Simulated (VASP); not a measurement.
A run of VASP 6.6.1 is set up as follows.

INCAR

```
SYSTEM = Ga
PREC = Accurate
ENCUT = 500
EDIFF = 1E-6
ISMEAR = 0
SIGMA = 0.15
LREAL = .False.
LASPH = .True.
NELM = 120
ALGO = Normal
ISIF = 2
LWAVE = .False.
LCHARG = .False.
GGA = PE
IVDW = 12
NBANDS = 12
GGA_COMPAT = .False.
```

KPOINTS

```
Automatic mesh
0
Gamma
  24 24 24
  0 0 0
```

Contents of POSCAR:

```
Ga
1.0
   -1.4040000000      1.4040000000      2.2290000000
    1.4040000000     -1.4040000000      2.2290000000
    1.4040000000      1.4040000000     -2.2290000000
Ga
1
Direct
    0.0000000000      0.0000000000      0.0000000000
```

Potentials or basis: VASP PAW PBE potentials, release 64 (Ga_d).

Command:

```sh
$ cat potpaw_PBE.64/Ga_d/POTCAR > POTCAR
$ mpirun -np 1 vasp_std > vasp.out
```

Q: Predict the dispersion energy per atom.

A: -0.327 eV.

Q: Predict the pressure.

A: 1.3 GPa.

Stress tensor (GPa, compression positive):
```
1.37 0.00 0.00
0.00 1.37 0.00
0.00 0.00 1.10
```

Caveat: pairwise dispersion overbinds metals, which lowers pressure and volume.
